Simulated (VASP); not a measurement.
Runs of VASP 6.6.1 on Mo. The typed cell holds 1 atom: a = 2.825 Å, b = 2.722 Å, c = 2.538 Å, α = 89.36°, β = 92.00°, γ = 122.00°. 

```tsv
level	potentials or basis	k mesh	smearing	grid for exact exchange (PRECFOCK)	share of exact exchange	screening parameter	gap on the mesh (eV)	pressure (GPa)
PBEsol	VASP PAW PBE potentials, release 64 (Mo_sv)	12 × 13 × 12	fermi-dirac 0.1 eV	-	-	-	none	-3.0
PBEsol	VASP PAW PBE potentials, release 64 (Mo_sv)	18 × 19 × 17	fermi-dirac 0.1 eV	-	-	-	none	-2.8
LDA	VASP PAW LDA potentials, release 64 (Mo_sv)	8 × 8 × 8	gaussian 0.1 eV	-	-	-	none	-7.1
PBEsol	VASP PAW PBE potentials, release 64 (Mo_sv)	8 × 8 × 8	fermi-dirac 0.1 eV	-	-	-	none	-2.8
PBEsol	VASP PAW PBE potentials, release 64 (Mo_sv)	15 × 16 × 14	fermi-dirac 0.1 eV	-	-	-	none	-3.0
PBEsol	VASP PAW PBE potentials, release 64 (Mo_sv)	10 × 10 × 9	fermi-dirac 0.1 eV	-	-	-	none	-2.3
HSE06	VASP PAW PBE potentials, release 64 (Mo_sv)	6 × 7 × 6	fermi-dirac 0.05 eV	Normal	0.25	0.2079 1/Å	none	(a)
```

Alike in all rows: task single point; no spin polarisation; cell as given; cutoff (eV) 520.

Estimate the missing entries.

(a) -4.4.

Caveats: some runs use coarse meshes; the PAW data sets were made with another functional, which shifts forces and pressure a little (at least some runs); the stress differs along the axes, from -6 to 1 GPa (at least some runs); the stress differs along the axes, from -11 to -1 GPa (at least some runs); the stress differs along the axes, from -6 to 2 GPa (at least some runs); the stress differs along the axes, from -7 to 1 GPa (at least some runs).

A k mesh can miss the band edges, and the runs leave out spin-orbit coupling on Mo.

A gap of «none» marks levels without a gap at the run's occupations.
